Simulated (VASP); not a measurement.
A run of VASP 6.6.1:

The input POSCAR:

```
GaN
1.0
    3.1830984299      0.0000000000      0.0000000000
   -1.5915492150      2.7566441030      0.0000000000
    0.0000000000      0.0000000000      5.1835962425
Ga N
2 2
Direct
    0.3333333333      0.6666666667      0.9991101046
    0.6666666667      0.3333333333      0.4991101046
    0.2970573411      0.5941146823      0.3565982694
    0.6666666667      0.3333333333      0.8758898954
```

Contents of INCAR.step1:

```
ALGO = Normal
EDIFF = 1E-4
ENCUT = 520
GGA = PE
ISMEAR = 0
LASPH = T
LCHARG = F
LREAL = F
LWAVE = T
NBANDS = 26
NELM = 100
PREC = Accurate
SIGMA = 0.05
```

The input INCAR.step2:

```
ALGO = Normal
EDIFF = 1E-7
ENCUT = 520
ISIF = 2
ISMEAR = 0
ISTART = 1
LASPH = T
LCHARG = T
LELF = T
LMIXTAU = T
LREAL = F
LVHAR = T
LWAVE = F
METAGGA = R2SCAN
NBANDS = 26
NELM = 100
PREC = Accurate
SIGMA = 0.05
```

KPOINTS

```
k-points
0
Gamma
  12 12 6
```

Potentials or basis: VASP PAW PBE potentials, release 64 (Ga_d, N).

The run is started by

```console
$ cat potpaw_PBE.64/Ga_d/POTCAR potpaw_PBE.64/N/POTCAR > POTCAR
$ cp INCAR.step1 INCAR
$ mpirun -np 1 vasp_std > vasp.out
$ cp INCAR.step2 INCAR
$ mpirun -np 1 vasp_std > vasp.out
```

Hardware: 1 thread of Oxide Virtual Turin-like Processor, with other jobs on the host.

Task: Estimate the wall time of this run.

Result: Run time: 28 min on 1 thread of Oxide Virtual Turin-like Processor, with other jobs on the host, peak memory 0.32 GiB. Counts: k points 242.
